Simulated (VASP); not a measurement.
# Fe (Fm-3m) in VASP: single point with r2SCAN

Aim: the single point of Fe with r2SCAN.

Program: VASP 6.6.1. These are calculated values, not measurements. Logs are shortened: lines on timing, memory, paths and dates and some standing lists are left out, and cuts for length are marked.

## 1. The cell of the first run

Symmetry: Fm-3m, No. 225, cubic system. Conventional cell: a = 3.553 Å, b = 3.553 Å, c = 3.553 Å, α = 90.00°, β = 90.00°, γ = 90.00°. Fe (site symmetry m-3m) has 12 Fe at 2.51 Å within 3.3 Å.

This isn't the form of Fe at room conditions, which is bcc.

## 2. Single point, r2SCAN, collinear spin, ferromagnetic start (11.21 Å³/atom)

The input, POSCAR:

```
Fe
1.0
    0.0000000000      1.7764235209      1.7764235209
    1.7764235209      0.0000000000      1.7764235209
    1.7764235209      1.7764235209      0.0000000000
Fe
1
Direct
    0.0000000000      0.0000000000      0.0000000000
```

The input, INCAR.step1:

```
ALGO = All
EDIFF = 1E-5
ENCUT = 600
GGA = PE
GGA_COMPAT = F
ISEARCH = 1
ISMEAR = -1
ISPIN = 2
KPAR = 4
LASPH = T
LCHARG = F
LMAXMIX = 4
LREAL = F
LWAVE = T
MAGMOM = 2.936
NBANDS = 14
NELM = 300
PREC = Accurate
SIGMA = 0.05
```

The input, INCAR.step2:

```
ALGO = All
EDIFF = 1E-6
ENCUT = 600
GGA_COMPAT = F
ISEARCH = 1
ISIF = 2
ISMEAR = -1
ISPIN = 2
ISTART = 1
KPAR = 4
LASPH = T
LCHARG = F
LMAXMIX = 4
LMIXTAU = T
LORBIT = 11
LREAL = F
LWAVE = F
MAGMOM = 2.936
METAGGA = R2SCAN
NBANDS = 14
NELM = 300
PREC = Accurate
SIGMA = 0.05
```

The input, KPOINTS:

```
k-points
0
Gamma
  17 17 17
```

Potentials or basis: VASP PAW PBE potentials, release 64 (Fe).

Run with:

```console
> cat potpaw_PBE.64/Fe/POTCAR > POTCAR
> cp INCAR.step1 INCAR
> mpirun -np 4 vasp_std > vasp.out
> cp INCAR.step2 INCAR
> mpirun -np 4 vasp_std > vasp.out
```

OUTCAR:

```text
EDIFF = 1E-6
   ENCUT = 600
   ISIF = 2
   ISMEAR = -1
   ISPIN = 2
   ISTART = 1
   LASPH = T
   LORBIT = 11
   LREAL = F
   METAGGA = R2SCAN
   NELM = 300
   PREC = Accurate

 ion  position               nearest neighbor table
   1  0.000  0.000  0.000-

  LATTYP: Found a face centered cubic cell.
 ALAT       =     3.5528470418

  Lattice vectors:

 A1 = (   0.0000000000,   1.7764235209,   1.7764235209)
 A2 = (   1.7764235209,   0.0000000000,   1.7764235209)
 A3 = (   1.7764235209,   1.7764235209,   0.0000000000)

Analysis of symmetry for initial positions (statically):
=====================================================================
 Subroutine PRICEL returns:
 Original cell was already a primitive cell.

 Routine SETGRP: Setting up the symmetry group for a
 face centered cubic supercell.

 Subroutine GETGRP returns: Found 48 space group operations
 (whereof 48 operations were pure point group operations)
 out of a pool of 48 trial point group operations.

The static configuration has the point symmetry O_h .

Analysis of symmetry for dynamics (positions and initial velocities):
=====================================================================
 Subroutine PRICEL returns:
 Original cell was already a primitive cell.

 Routine SETGRP: Setting up the symmetry group for a
 face centered cubic supercell.

 Subroutine GETGRP returns: Found 48 space group operations
 (whereof 48 operations were pure point group operations)
 out of a pool of 48 trial point group operations.

The dynamic configuration has the point symmetry O_h .

Analysis of structural, dynamic, and magnetic symmetry:
=====================================================================
 Subroutine PRICEL returns:
 Original cell was already a primitive cell.

 Routine SETGRP: Setting up the symmetry group for a
 face centered cubic supercell.

 Subroutine GETGRP returns: Found 48 space group operations
 (whereof 48 operations were pure point group operations)
 out of a pool of 48 trial point group operations.

The overall configuration has the point symmetry O_h .

 Subroutine INISYM returns: Found 48 space group operations
 (whereof 48 operations are pure point group operations),
 and found     1 'primitive' translations

----------------------------------------------------------------------------------------

                                     Primitive cell

  volume of cell :      11.2117

  direct lattice vectors                    reciprocal lattice vectors
     0.000000000  1.776423521  1.776423521    -0.281464411  0.281464411  0.281464411
     1.776423521  0.000000000  1.776423521     0.281464411 -0.281464411  0.281464411
     1.776423521  1.776423521  0.000000000     0.281464411  0.281464411 -0.281464411

  length of vectors
     2.512242236  2.512242236  2.512242236     0.487510660  0.487510660  0.487510660

  position of ions in fractional coordinates (direct lattice)
     0.000000000  0.000000000  0.000000000

  ion indices of the primitive-cell ions
   primitive index   ion index
                 1           1

----------------------------------------------------------------------------------------

 KPOINTS: k-points

Automatic generation of k-mesh.
 Grid dimensions read from file:
 generate k-points for:   17   17   17

 Generating k-lattice:

  Cartesian coordinates                     Fractional coordinates (reciprocal lattice)
    -0.016556730  0.016556730  0.016556730     0.058823529  0.000000000  0.000000000
     0.016556730 -0.016556730  0.016556730     0.000000000  0.058823529  0.000000000
     0.016556730  0.016556730 -0.016556730     0.000000000  0.000000000  0.058823529

  Length of vectors
     0.028677098  0.028677098  0.028677098

  Shift w.r.t. Gamma in fractional coordinates (k-lattice)
     0.000000000  0.000000000  0.000000000

 Subroutine IBZKPT returns following result:
 ===========================================

 Found    165 irreducible k-points:

 Following reciprocal coordinates:
            Coordinates               Weight
  0.000000  0.000000  0.000000      1.000000
  0.058824  0.000000  0.000000      8.000000
  0.117647  0.000000  0.000000      8.000000
  0.176471  0.000000  0.000000      8.000000
  0.235294  0.000000  0.000000      8.000000
  0.294118  0.000000  0.000000      8.000000
[... 16 lines left out ...]
 -0.176471  0.058824  0.000000     24.000000
 -0.117647  0.058824  0.000000     24.000000
 [... further k-points ...]
   k-points           NKPTS =    165   k-points in BZ     NKDIM =    165   number of bands    NBANDS=     14
   number of dos      NEDOS =    301   number of ions     NIONS =      1
   total plane-waves  NPLWV =   8000
   dimension x,y,z NGX =    20 NGY =   20 NGZ =   20
   dimension x,y,z NGXF=    40 NGYF=   40 NGZF=   40
   ions per type =               1
   NGX,Y,Z   is equivalent  to a cutoff of  13.23, 13.23, 13.23 a.u.
   NGXF,Y,Z  is equivalent  to a cutoff of  26.47, 26.47, 26.47 a.u.
 SYSTEM =  unknown system
   PREC   = accura    normal or accurate (medium, high low for compatibility)
   ISTART =      1    job   : 0-new  1-cont  2-samecut
   ICHARG =      0    charge: 1-file 2-atom 10-const
   ISPIN  =      2    spin polarized calculation?
   LNONCOLLINEAR =      F non collinear calculations
   LSORBIT =      F    spin-orbit coupling
   LASPH  =      T    aspherical Exc in radial PAW
   ENCUT  =  600.0 eV  44.10 Ry    6.64 a.u.   5.02  5.02  5.02*2*pi/ulx,y,z
   NELM   =    300;   NELMIN=  2; NELMDL=  0     # of ELM steps
   EDIFF  = 0.1E-05   stopping-criterion for ELM
   LREAL  =      F    real-space projection
   EDIFFG = 0.1E-04   stopping-criterion for IOM
   NSW    =      0    number of steps for IOM
   IBRION =     -1    ionic relax: 0-MD 1-quasi-New 2-CG
   NFREE  =      0    steps in history (QN), initial steepest desc. (CG)
   ISIF   =      2    stress and relaxation
   ISYM   =      2    0-nonsym 1-usesym 2-fastsym
   POTIM  = 0.5000    time-step for ionic-motion
   TEBEG  =    0.0;   TEEND  =   0.0 temperature during run
   PSTRESS=    0.0 pullay stress
   NELECT =       8.0000    total number of electrons
   NUPDOWN=      -1.0000    fix difference up-down
   EMIN   =  10.00;   EMAX   =-10.00  energy-range for DOS
   EFERMI =   0.00;   METHOD = LEGACY
   ISMEAR =    -1;   SIGMA  =   0.05  broadening in eV -4-tet -1-fermi 0-gaus
   EFERMI_NEDOS =   21; number of points for ismear=-14 and -15
   IALGO  =     58    algorithm
   IMIX   =      4    mixing-type and parameters
     AMIX     =   0.40;   BMIX     =  1.00
     AMIX_MAG =   1.60;   BMIX_MAG =  1.00
  volume/ion in A,a.u.               =      11.21        75.66
  Fermi-wavevector in a.u.,A,eV,Ry     =   1.462901  2.764482 29.117553  2.140080
  Thomas-Fermi vector in A             =   2.579060
   LORBIT       =     11    0 simple, 1 ext, 2 COOP (PROOUT), +10 PAW based schemes
   METAGGA = R2SCAN    functional components
   LHFCALC =     F    Hartree Fock is set to
   AEXX    =    0.0000 exact exchange contribution
   IVDW    =     0    specifies the selected vdW correction
   LEPSILON=     F    determine dielectric tensor
   LRPA    =     F    only Hartree local field effects (RPA)
 spin polarized calculation
  energy-cutoff  :      600.00
  volume of cell :       11.21
 maximum number of plane-waves:       385
   NGX =  9   NGY =  9   NGZ =  9

 number of electron       7.9999994 magnetization       2.7043980

 Free energy of the ion-electron system (eV)
  ---------------------------------------------------
  ext. energy  EPLUGINS =         0.00000000
  ---------------------------------------------------
  free energy    TOTEN  =       -14.22045104 eV

  energy without entropy =      -14.21442774  energy(sigma->0) =      -14.21743939

 E-fermi :   6.3559     XC(G=0): -14.3177

 val. band max:        6.3433553173   @ k =   0.0000   0.0000   0.0000
 cond. band min:       6.3573472134   @ k =   0.4706   0.1176   0.0588
 fundamental gap:      0.0139918961
 Fermi energy:         6.3558639296

 spin component 1

 k-point     1 :       0.0000    0.0000    0.0000
  band No.  band energies     occupation
      1      -2.8923      1.00000
      2       2.9427      1.00000
      3       2.9427      1.00000
      4       2.9427      1.00000
      5       3.9871      1.00000
      6       3.9871      1.00000
      7      29.4878      0.00000
      8      34.0180      0.00000
      9      34.0180      0.00000
     10      34.0180      0.00000
     11      36.7230      0.00000
     12      36.7230      0.00000
     13      36.7230      0.00000
     14      39.9453      0.00000

 k-point     2 :       0.0588    0.0000    0.0000
  band No.  band energies     occupation
      1      -2.7508      1.00000
      2       2.9024      1.00000
      3       2.9794      1.00000
      4       2.9794      1.00000
      5       3.9717      1.00000
      6       3.9717      1.00000
      7      29.1729      0.00000
      8      32.3373      0.00000
      9      33.7268      0.00000
     10      33.7280      0.00000
     11      37.1480      0.00000
     12      37.1473      0.00000
     13      37.6641      0.00000
     14      41.0977      0.00000
[... 343 lines left out ...]
      1      -1.3201      1.00000
      2       2.5899      1.00000
      3       3.1548      1.00000
      4       3.2040      1.00000
      5       3.8410      1.00000
      6       4.2122      1.00000
      7      23.9367      0.00000
      8      32.2580      0.00000
      9      34.3274      0.00000
     10      36.2149      0.00000
     11      37.1622      0.00000
     12      29.0278      0.00000
     13      41.2834      0.00000
     14      41.2889      0.00000

 k-point    24 :      -0.1176    0.0588    0.0000
  band No.  band energies     occupation
      1      -2.0247      1.00000
      2       2.7020      1.00000
      3       3.1374      1.00000
      4       3.1385      1.00000
      5       3.8206      1.00000
      6       4.0621      1.00000
      7      26.7407      0.00000
      8      34.5562      0.00000
      9      32.8100      0.00000
     10      36.4949      0.00000
     11      37.3028      0.00000
     12      35.0302      0.00000
     13      37.4322      0.00000
     14      41.5742      0.00000

 [... further k-points ...]

 spin component 2

 k-point     1 :       0.0000    0.0000    0.0000
  band No.  band energies     occupation
      1      -3.3270      1.00000
      2       6.3433      0.56274
      3       6.3434      0.56272
      4       6.3434      0.56271
      5       8.4861      0.00000
      6       8.4862      0.00000
      7      28.7070      0.00000
      8      35.0171      0.00000
      9      35.0171      0.00000
     10      35.0172      0.00000
     11      38.3414      0.00000
     12      38.3415      0.00000
     13      38.3417      0.00000
     14      39.4539      0.00000

 k-point     2 :       0.0588    0.0000    0.0000
  band No.  band energies     occupation
      1      -3.1807      1.00000
      2       6.2697      0.84899
      3       6.3868      0.35022
      4       6.3868      0.35017
      5       8.4608      0.00000
      6       8.4608      0.00000
      7      28.5855      0.00000
      8      33.1700      0.00000
      9      34.8227      0.00000
     10      34.8227      0.00000
     11      38.5670      0.00000
     12      38.5670      0.00000
     13      42.5751      0.00000
     14      41.5104      0.00000
[... 343 lines left out ...]
      1      -1.6544      1.00000
      2       5.6209      1.00000
      3       6.6813      0.00149
      4       6.7384      0.00048
      5       8.1529      0.00000
      6       8.5676      0.00000
      7      24.8742      0.00000
      8      28.9297      0.00000
      9      33.1019      0.00000
     10      35.5727      0.00000
     11      38.4748      0.00000
     12      38.9899      0.00000
     13      42.1268      0.00000
     14      43.6971      0.00000

 k-point    24 :      -0.1176    0.0588    0.0000
  band No.  band energies     occupation
      1      -2.4205      1.00000
      2       5.9109      0.99986
      3       6.5882      0.00954
      4       6.5885      0.00948
      5       8.2284      0.00000
      6       8.5078      0.00000
      7      27.2273      0.00000
      8      29.7579      0.00000
      9      33.4106      0.00000
     10      35.8662      0.00000
     11      37.2014      0.00000
     12      41.7372      0.00000
     13      44.0421      0.00000
     14      38.5728      0.00000

 [... further k-points ...]

------------------------ aborting loop because EDIFF is reached ----------------------------------------

  FORCE on cell =-STRESS in cart. coord.  units (eV):
  Direction    XX          YY          ZZ          XY          YZ          ZX
  --------------------------------------------------------------------------------------
  -------------------------------------------------------------------------------------
  Total        1.0312322      1.0312322      1.0312322     -0.0000000     -0.0000000     -0.0000000
  in kB      147.3660713    147.3660713    147.3660713     -0.0000000     -0.0000000     -0.0000000
  external PRESSURE =     147.3660713 kB  Pullay stress =       0.0000000 kB

 VOLUME and BASIS-vectors are now :
 -----------------------------------------------------------------------------
  energy-cutoff  :      600.00
  volume of cell :       11.21
      direct lattice vectors                 reciprocal lattice vectors
     0.000000000  1.776423521  1.776423521    -0.281464411  0.281464411  0.281464411
     1.776423521  0.000000000  1.776423521     0.281464411 -0.281464411  0.281464411
     1.776423521  1.776423521  0.000000000     0.281464411  0.281464411 -0.281464411

 POSITION                                       TOTAL-FORCE (eV/Angst)
 -----------------------------------------------------------------------------------
      0.00000      0.00000      0.00000         0.000000      0.000000      0.000000
 -----------------------------------------------------------------------------------
    total drift:                                0.000000      0.000000      0.000000

  FREE ENERGIE OF THE ION-ELECTRON SYSTEM (eV)
  ---------------------------------------------------
  free  energy   TOTEN  =       -14.2204510380 eV

  energy  without entropy=      -14.2144280093  energy(sigma->0) =      -14.21743952

 total charge

# of ion       s       p       d       tot
------------------------------------------
    1        0.511   0.595   6.200   7.306

 magnetization (x)

# of ion       s       p       d       tot
------------------------------------------
    1       -0.013  -0.091   2.842   2.737
```

Wall time 3.3 min (4 MPI ranks of Intel Xeon Platinum 8275CL at 3.00GHz (Skylake/Cascade Lake), shared host); peak memory 0.22 GiB.

What came out:

```yaml
Free_energy: -14.2205 eV
Pressure: 14.7 GPa
Net_moment: 2.70 μB per cell
Site_moments: Fe +2.74 μB
Valence_electrons_inside_the_program's_atomic_spheres: Fe 7.31
```

Caveat: the cell stands under pressure; the PAW data sets were made with another functional, which shifts forces and pressure a little.
